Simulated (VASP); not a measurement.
# Zn17S16 (a cell with a defect) in VASP: single point with PBE

Aim: the single point of Zn17S16 (a cell with a defect) with PBE.

Everything below comes from runs of VASP 6.6.1. Logs are shortened: lines on timing, memory, paths and dates and some standing lists are left out, and cuts for length are marked.

## Step 1: The cell of the first run

The cell holds a defect, 33 atoms: a = 9.426 Å, b = 9.426 Å, c = 9.426 Å, α = 109.47°, β = 109.47°, γ = 109.47°.

## Step 2: Single point, PBE, collinear spin (with an interstitial atom, then relaxed in part)

INCAR

```
SYSTEM = Zn17S16
PREC = Accurate
ENCUT = 400
EDIFF = 1E-6
ISMEAR = 0
SIGMA = 0.01
LREAL = Auto
LASPH = .True.
NELM = 200
ALGO = Normal
ISIF = 2
LWAVE = .False.
LCHARG = .False.
ISPIN = 2
MAGMOM = 0 0 0.091 0.091 0 0 0 0 0 0 0.091 0 0 0.091 0 0 0.091 0 0 0.091 0 0 0 0 0 0.091 0.091 0.091 0 0.091 0.091 0 0
LORBIT = 11
GGA = PE
NBANDS = 176
NELECT = 299.0
GGA_COMPAT = .False.
KPAR = 2
NCORE = 2
```

KPOINTS

```
Automatic mesh
0
Gamma
  2 2 2
  0.5 0.5 0.5
```

POSCAR

```
Zn17S16
1.0
   -5.4423087469     -5.4423087469      5.4423087469
    5.4423087469      5.4423087469      5.4423087469
   -5.4423087469      5.4423087469     -5.4423087469
Zn S
17 16
Direct
    0.2533900984      0.5008504407      0.2533900984
    0.4974603422      0.4966099016      0.0000000000
    0.2691994062      0.7500000000      0.0000000000
    0.7308005938      0.4808005938      0.7308005938
    0.4974603422      0.7500000000      0.7466099016
    0.2533900984      0.0033900984      0.7508504407
    0.0000000000      0.4966099016      0.4974603422
    0.7466099016      0.7500000000      0.4974603422
    0.5025396578     -0.0008504407      0.5025396578
    0.2491495593      0.2525396578      0.5025396578
    0.0000000000      0.7500000000      0.2691994062
    0.7508504407      0.0033900984      0.2533900984
    0.5025396578      0.2525396578      0.2491495593
    0.0000000000      0.0191994062      0.0000000000
    0.7466099016      0.2474603422      0.0000000000
    0.0000000000      0.2474603422      0.7466099016
    0.0000000000      0.7500000000      0.0000000000
    0.0000000000      0.2595765443      0.0000000000
    0.2500000000      0.2500000000      0.7500000000
    0.0000000000      0.4970148110      0.7470148110
    0.4904234557      0.2404234557      0.4904234557
    0.2500000000      0.5000000000      0.5000000000
    0.0000000000      0.7500000000      0.5095765443
    0.7500000000      0.2500000000      0.2500000000
    0.5000000000      0.5000000000      0.2500000000
    0.2529851890      0.7500000000      0.2529851890
    0.0000000000      0.0029851890      0.2529851890
    0.7470148110      0.4970148110      0.0000000000
    0.5095765443      0.7500000000      0.0000000000
    0.2529851890      0.0029851890      0.0000000000
    0.7470148110      0.7500000000      0.7470148110
    0.5000000000      0.0000000000      0.7500000000
    0.7500000000      0.0000000000      0.5000000000
```

Potentials or basis: VASP PAW PBE potentials, release 64 (Zn, S).

Launch:

```sh
cat potpaw_PBE.64/Zn/POTCAR potpaw_PBE.64/S/POTCAR > POTCAR
mpirun -np 4 vasp_std > vasp.out
```

OUTCAR:

```text
SYSTEM = Zn17S16
   PREC = Accurate
   ENCUT = 400
   EDIFF = 1E-6
   ISMEAR = 0
   LREAL = Auto
   LASPH = .True.
   NELM = 200
   ISIF = 2
   ISPIN = 2
   LORBIT = 11
   GGA = PE
   NELECT = 299.0

 ion  position               nearest neighbor table
   1  0.253  0.501  0.253-  22 2.34  25 2.34  26 2.35  18 2.35
   2  0.497  0.497  0.000-  19 2.34  25 2.34  28 2.35  29 2.35
   3  0.269  0.750  0.000-  29 2.27  26 2.44  20 2.44  30 2.44  17 2.54
   4  0.731  0.481  0.731-  21 2.27  20 2.44  28 2.44  31 2.44  17 2.54
   5  0.497  0.750  0.747-  32 2.34  22 2.34  31 2.35  29 2.35
   6  0.253  0.003  0.751-  19 2.34  32 2.34  30 2.35  23 2.35
   7  0.000  0.497  0.497-  22 2.34  24 2.34  20 2.35  23 2.35
   8  0.747  0.750  0.497-  25 2.34  33 2.34  31 2.35  23 2.35
   9  0.503  0.999  0.503-  32 2.34  33 2.34  26 2.35  21 2.35
  10  0.249  0.253  0.503-  19 2.34  22 2.34  27 2.35  21 2.35
  11  0.000  0.750  0.269-  23 2.27  26 2.44  27 2.44  28 2.44  17 2.54
  12  0.751  0.003  0.253-  24 2.34  33 2.34  27 2.35  29 2.35
  13  0.503  0.253  0.249-  24 2.34  25 2.34  30 2.35  21 2.35
  14  0.000  0.019  0.000-  18 2.27  27 2.44  30 2.44  31 2.44  17 2.54
  15  0.747  0.247  0.000-  24 2.34  32 2.34  28 2.35  18 2.35
  16  0.000  0.247  0.747-  19 2.34  33 2.34  20 2.35  18 2.35
  17  0.000  0.750  0.000-   3 2.54   4 2.54  11 2.54  14 2.54  20 2.75  26 2.75  27 2.75  28 2.75
                            30 2.75  31 2.75
  18  0.000  0.260  0.000-  14 2.27  15 2.35  16 2.35   1 2.35
  19  0.250  0.250  0.750-  10 2.34  16 2.34   2 2.34   6 2.34
  20  0.000  0.497  0.747-   7 2.35  16 2.35   3 2.44   4 2.44  17 2.75
  21  0.490  0.240  0.490-   4 2.27   9 2.35  10 2.35  13 2.35
  22  0.250  0.500  0.500-  10 2.34   7 2.34   5 2.34   1 2.34
  23  0.000  0.750  0.510-  11 2.27   8 2.35   7 2.35   6 2.35
  24  0.750  0.250  0.250-  13 2.34   7 2.34  15 2.34  12 2.34
  25  0.500  0.500  0.250-  13 2.34   8 2.34   2 2.34   1 2.34
  26  0.253  0.750  0.253-   1 2.35   9 2.35   3 2.44  11 2.44  17 2.75
  27  0.000  0.003  0.253-  12 2.35  10 2.35  11 2.44  14 2.44  17 2.75
  28  0.747  0.497  0.000-   2 2.35  15 2.35  11 2.44   4 2.44  17 2.75
  29  0.510  0.750  0.000-   3 2.27   2 2.35   5 2.35  12 2.35
  30  0.253  0.003  0.000-   6 2.35  13 2.35   3 2.44  14 2.44  17 2.75
  31  0.747  0.750  0.747-   5 2.35   8 2.35  14 2.44   4 2.44  17 2.75
  32  0.500  0.000  0.750-   9 2.34   5 2.34  15 2.34   6 2.34
  33  0.750  0.000  0.500-   9 2.34   8 2.34  16 2.34  12 2.34

  LATTYP: Found a body centered cubic cell.
 ALAT       =    10.8846174938

  Lattice vectors:

 A1 = (  -5.4423087469,  -5.4423087469,   5.4423087469)
 A2 = (   5.4423087469,   5.4423087469,   5.4423087469)
 A3 = (  -5.4423087469,   5.4423087469,  -5.4423087469)

Analysis of symmetry for initial positions (statically):
=====================================================================
 Subroutine PRICEL returns:
 Original cell was already a primitive cell.

[... 227 lines left out ...]

 val. band max:        3.8701438863   @ k =  -0.2500   0.2500   0.2500
 cond. band min:       4.0459356904   @ k =   0.2500   0.2500   0.2500
 fundamental gap:      0.1757918042
 Fermi energy:         3.9657304604

 spin component 1

 k-point     1 :       0.2500    0.2500    0.2500
  band No.  band energies     occupation
      1     -10.6928      1.00000
      2     -10.5921      1.00000
      3     -10.5921      1.00000
      4     -10.5921      1.00000
      5     -10.0403      1.00000
      6     -10.0191      1.00000
[... 317 lines left out ...]
    160       6.6083      0.00000
    161       6.6083      0.00000
 Fermi energy:         3.9657304604

 spin component 2

 k-point     1 :       0.2500    0.2500    0.2500
  band No.  band energies     occupation
      1     -10.6441      1.00000
      2     -10.5715      1.00000
      3     -10.5715      1.00000
      4     -10.5715      1.00000
      5     -10.0227      1.00000
      6     -10.0016      1.00000
[... 317 lines left out ...]
    160       6.6302      0.00000
    161       6.6302      0.00000
 [bands above 161 left out]

------------------------ aborting loop because EDIFF is reached ----------------------------------------

  FORCE on cell =-STRESS in cart. coord.  units (eV):
  Direction    XX          YY          ZZ          XY          YZ          ZX
  --------------------------------------------------------------------------------------
  -------------------------------------------------------------------------------------
  Total       -1.1709767     -1.1709767     -1.1709767      0.0000000      0.0000000      0.0000000
  in kB       -2.9097074     -2.9097074     -2.9097074      0.0000000      0.0000000      0.0000000
  external PRESSURE =      -2.9097074 kB  Pullay stress =       0.0000000 kB

 VOLUME and BASIS-vectors are now :
 -----------------------------------------------------------------------------
  energy-cutoff  :      400.00
  volume of cell :      644.78
      direct lattice vectors                 reciprocal lattice vectors
    -5.442308747 -5.442308747  5.442308747    -0.091872774  0.000000000  0.091872774
     5.442308747  5.442308747  5.442308747     0.000000000  0.091872774  0.091872774
    -5.442308747  5.442308747 -5.442308747    -0.091872774  0.091872774  0.000000000

 POSITION                                       TOTAL-FORCE (eV/Angst)
 -----------------------------------------------------------------------------------
     -0.03227      2.72578      2.72578        -0.016775     -0.004180     -0.004180
     -0.00463     -0.00463      5.41004         0.004180      0.004180     -0.016775
      2.61667      2.61667      5.54680        -0.019356     -0.019356      0.019356
     -5.33782      2.61667      2.61667         0.019356     -0.019356     -0.019356
     -2.68888      5.43768      2.72578         0.016775      0.004180     -0.004180
     -5.44694      2.72578     -2.68888         0.004180     -0.004180      0.016775
[... 25 lines left out ...]
     -6.80289      1.36058     -1.36058        -0.000000     -0.000000      0.000000
     -6.80289     -1.36058      1.36058        -0.000000     -0.000000      0.000000
 -----------------------------------------------------------------------------------
    total drift:                               -0.000080      0.000080      0.000187

  FREE ENERGIE OF THE ION-ELECTRON SYSTEM (eV)
  ---------------------------------------------------
  free  energy   TOTEN  =      -111.2508386978 eV

  energy  without entropy=     -111.2508386978  energy(sigma->0) =     -111.25083870

 total charge

# of ion       s       p       d       tot
------------------------------------------
    1        0.515   0.464   9.796  10.776
    2        0.515   0.464   9.796  10.776
    3        0.515   0.453   9.791  10.760
    4        0.515   0.453   9.791  10.760
    5        0.515   0.464   9.796  10.776
    6        0.515   0.464   9.796  10.776
[... 25 lines left out ...]
   32        1.315   2.423   0.000   3.739
   33        1.315   2.423   0.000   3.739
--------------------------------------------------
tot         30.030  46.284 166.492 242.806

 magnetization (x)

# of ion       s       p       d       tot
------------------------------------------
    1        0.002   0.003   0.001   0.006
    2        0.002   0.003   0.001   0.006
    3       -0.001   0.001   0.007   0.007
    4       -0.001   0.001   0.007   0.007
    5        0.002   0.003   0.001   0.006
    6        0.002   0.003   0.001   0.006
[... 25 lines left out ...]
   32        0.001   0.007   0.000   0.008
   33        0.001   0.007   0.000   0.008
--------------------------------------------------
tot          0.342   0.271   0.042   0.655
```

stdout:

```text
POSCAR found type information on POSCAR ZnS
 POSCAR found :  2 types and      33 ions
 scaLAPACK will be used
 LDA part: xc-table for (Slater+PW92), standard interpolation
 POSCAR, INCAR and KPOINTS ok, starting setup
 FFT: planning ... GRIDC
 FFT: planning ... GRID_SOFT
 FFT: planning ... GRID
 WAVECAR not read
 entering main loop
 the old and the new charge density differ
 old charge density:   300.00000 new  299.00000
BRMIX: very serious problems
 the old and the new charge density differ
 old charge density:   300.00000 new  299.00000
    0.291E+01
```

Wall time 4 min (4 MPI ranks of Intel Xeon Platinum 8259CL at 2.50GHz (Skylake/Cascade Lake), shared host); peak memory 0.53 GiB.

What came out:

```
Free energy                                           : -111.2508 eV
Largest force                                         : 0.034 eV/Å
Net moment                                            : 1.00 μB per cell
Site moments                                          : Zn +0.01, +0.27 (each value once); S +0.00, +0.01, +0.04 (each value once) μB
Valence electrons inside the program's atomic spheres : Zn 10.78, 10.76 (each value once); S 3.74, 3.72 (each value once)
```

Forces on the atoms (eV/Å):
```
Zn  -0.017 -0.004 -0.004
Zn   0.004  0.004 -0.017
Zn  -0.019 -0.019  0.019
Zn   0.019 -0.019 -0.019
Zn   0.017  0.004 -0.004
Zn   0.004 -0.004  0.017
Zn   0.004 -0.017  0.004
Zn   0.017 -0.004  0.004
Zn  -0.017  0.004  0.004
Zn  -0.004  0.017  0.004
Zn  -0.019  0.019 -0.019
Zn   0.004  0.017 -0.004
Zn  -0.004  0.004  0.017
Zn   0.019  0.019  0.019
Zn  -0.004 -0.004 -0.017
Zn  -0.004 -0.017 -0.004
Zn   0.000  0.000  0.000
S   -0.007 -0.007 -0.007
S    0.000  0.000  0.000
S    0.000  0.012  0.000
S   -0.007  0.007  0.007
S    0.000  0.000  0.000
S    0.007 -0.007  0.007
S    0.000  0.000  0.000
S    0.000  0.000  0.000
S    0.012  0.000  0.000
S    0.000 -0.012  0.000
S    0.000  0.000  0.012
S    0.007  0.007 -0.007
S    0.000  0.000 -0.012
S   -0.012  0.000  0.000
S    0.000  0.000  0.000
S    0.000  0.000  0.000
```

Levels at points of the mesh, in eV from the Fermi level:
Spin up:
```
           k point  band 146  band 147  band 148  band 149  band 150  band 151  band 152  band 153  band 154  band 155
(0.25, 0.25, 0.25)     -2.36     -2.34     -2.34     -2.34     -0.19      1.28      1.28      1.28      1.49      2.09
```
Spin down:
| k point | band 145 | band 146 | band 147 | band 148 | band 149 | band 150 | band 151 | band 152 | band 153 | band 154 |
| --- | --- | --- | --- | --- | --- | --- | --- | --- | --- | --- |
| (0.25, 0.25, 0.25) | -2.34 | -2.34 | -2.33 | -2.33 | -2.33 | 0.08 | 1.34 | 1.34 | 1.34 | 1.51 |

Caveat: the cell carries a net charge on a neutralising background, which shifts energy and pressure; the cell differs from its parent crystal (with an interstitial atom, then relaxed in part); the cell is charged against a uniform background, so pressure and absolute levels hang on convention.
